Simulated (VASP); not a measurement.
W, 2 atoms in the cell. It takes space group Im-3m (No. 229, cubic). The conventional cell has a = 3.154 Å, b = 3.154 Å, c = 3.154 Å, α = 90.00°, β = 90.00°, γ = 90.00°. Within 3.6 Å of W (site symmetry m-3m) lie 14 W at 2.73 to 3.15 Å. 

| Item | Value |
| --- | --- |
| Program | VASP 6.6.1 |
| Task | single point |
| Functional | PBEsol |
| Potentials or basis | VASP PAW PBE potentials, release 64 (W_sv) |
| Cutoff | 520 eV |
| k mesh | 14 × 14 × 8 |
| Occupations | fermi-dirac, width 0.1 eV |
| Spin | no spin polarisation |
| Dipole correction | no |
| Further INCAR settings | ALGO = Normal; EDIFF = 1e-06; NBANDS = 21 |

Potentials or basis: VASP PAW PBE potentials, release 64 (W_sv).

Command:

```bash
$ cat potpaw_PBE.64/W_sv/POTCAR > POTCAR
$ mpirun -np 1 vasp_std > vasp.out
```

Hardware: 1 thread of AMD EPYC 9R45 96-Core Processor (Zen 5), on a shared host.

**Question.** How long does it take, and how much memory?

**Answer.** It took 48 s on 1 thread of AMD EPYC 9R45 96-Core Processor (Zen 5) (shared host), peak memory 0.23 GiB. Counts: scf iterations 11, k points 285.
